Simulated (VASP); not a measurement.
Runs of VASP 6.6.1 on Na. The structure is that of space group Fd-3m (No. 227), or close to it. The cells are those of the table. 

```csv
task,cell,k mesh,cutoff (eV),k mesh for the DOS,occupations for the DOS,gap on the mesh (eV),pressure (GPa)
single point,"a = 5.350 Å, angles 60.0°, 2 atoms",9 × 9 × 9,500,-,-,none,0.0
single point,"a = 4.302 Å, angles 60.0°, 2 atoms","9 × 9 × 9, shifted",500,-,-,none,6.0
single point,"a = 4.302 Å, angles 60.0°, 2 atoms",9 × 9 × 9,520,-,-,none,6.0
single point,"a = 4.100 Å, angles 60.0°, 2 atoms",9 × 9 × 9,520,-,-,none,(a)
single point,"a = 4.882 Å, angles 60.0°, 2 atoms",9 × 9 × 9,520,-,-,none,1.3
single point,"a = 5.203 Å, angles 60.0°, 2 atoms",9 × 9 × 9,520,-,-,none,0.3
single point,"a = 5.350 Å, angles 60.0°, 2 atoms",9 × 9 × 9,520,-,-,none,0.0
relaxation of cell and atoms,"relaxed from a = 5.075 Å, angles 60.0°, 2 atoms",9 × 9 × 9,500,-,-,none,0.0
```

Alike in all rows: level PBE; potentials or basis VASP PAW PBE potentials, release 64 (Na_pv); no spin polarisation; smearing fermi-dirac 0.05 eV.

Question: Fill in the values left out.

Answer: (a) 9.5.

A gap of «none» marks levels without a gap at the run's occupations.
